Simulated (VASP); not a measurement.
## HfSi3Mo3: single point with PBE

HfSi3Mo3:

```
Hf Si Mo
1.0
     5.14981    0.00000    0.00000
     0.00000    5.14981    0.00000
     0.00000    0.00000    5.14981
Hf Si Mo
1 3 3
Direct
  0.50000 0.50000 0.50000
  0.50000 0.00000 0.00000
  0.00000 0.50000 0.00000
  0.00000 0.00000 0.50000
  0.50000 0.50000 0.00000
  0.00000 0.50000 0.50000
  0.50000 0.00000 0.50000
```

The cell was generated, and may not be a known phase.

- Program: VASP 6.6.1
- Task: single point
- Functional: PBE
- Potentials or basis: VASP PAW PBE potentials, release 64 (Hf_pv, Si, Mo_sv)
- Cutoff: 520 eV
- k mesh: 8 × 8 × 8
- Occupations: gaussian, width 0.1 eV
- Spin: no spin polarisation
- Dipole correction: no
- Further INCAR settings: ALGO = Fast; EDIFF = 1e-06; NBANDS = 41

| Item | Value |
| --- | --- |
| Pressure | -0.1 GPa |
| Band gap on the k mesh | zero (bands 32 and 33 overlap by 1.14 eV) |

Levels at points of the mesh, in eV from the Fermi level:
| k point | band 28 | band 29 | band 30 | band 31 | band 32 | band 33 | band 34 | band 35 | band 36 | band 37 |
| --- | --- | --- | --- | --- | --- | --- | --- | --- | --- | --- |
| (0.00, 0.00, 0.00) | -0.34 | -0.34 | -0.34 | 0.18 | 0.52 | 0.52 | 0.52 | 1.24 | 1.24 | 1.34 |
| (0.50, 0.00, 0.00) | -0.99 | -0.99 | -0.66 | -0.32 | 0.10 | 0.10 | 0.53 | 0.94 | 1.35 | 1.49 |
| (0.50, 0.50, 0.00) | -1.61 | -0.45 | -0.45 | -0.08 | 0.32 | 0.88 | 1.12 | 1.12 | 1.44 | 1.89 |
| (0.50, 0.50, 0.50) | -0.66 | -0.66 | -0.16 | -0.16 | 0.78 | 0.78 | 0.78 | 1.49 | 1.49 | 1.49 |

Wall time 2.2 min on 1 thread of AMD EPYC 9R45 96-Core Processor (Zen 5), on a shared host, peak memory 0.32 GiB.

Caveat: spin-orbit coupling is left out, which moves the levels of the heavy elements.
